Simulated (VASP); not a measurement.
# FePt: vibrations by perturbation theory with PBE

The system is FePt.

```
Fe Pt
1.0
     2.73054    0.00000    0.00000
     0.00000    2.73054    0.00000
     0.00000    0.00000    3.76376
Fe Pt
1 1
Cartesian
  1.3653 1.3653 1.8819
  0.0000 0.0000 0.0000
```

```yaml
Program: VASP 6.6.1
Task: vibrations by perturbation theory
Functional: PBE
Potentials_or_basis: VASP PAW PBE potentials, release 64 (Fe, Pt)
Cutoff: 600 eV
k_mesh: 20 × 20 × 14
Occupations: gaussian, width 0.2 eV
Spin: collinear spin, ferromagnetic start
Starting_moments: "[3.29, 0.42] μB"
Dipole_correction: no
Further_INCAR_settings: ALGO = Normal; EDIFF = 1e-08; NBANDS = 20; IBRION = 8; NSW = 1
```

| Quantity | Value |
| --- | --- |
| Net moment | 3.30 μB per cell |
| Site moments | Fe +2.95; Pt +0.33 μB |
| Valence electrons inside the program's atomic spheres | Fe 6.95; Pt 9.40 |
| Highest phonon frequency at Γ | 224 cm⁻¹ |

Phonon frequencies in cm⁻¹ (negative: imaginary):
| q point | frequencies |
| --- | --- |
| (0.000, 0.000, 0.000) | 0 0 0 155 155 224 |

Run time: 52 min on 4 MPI ranks on AMD EPYC 7R43 64-Core Processor (Zen 3) (shared host), peak memory 2.2 GiB a rank.
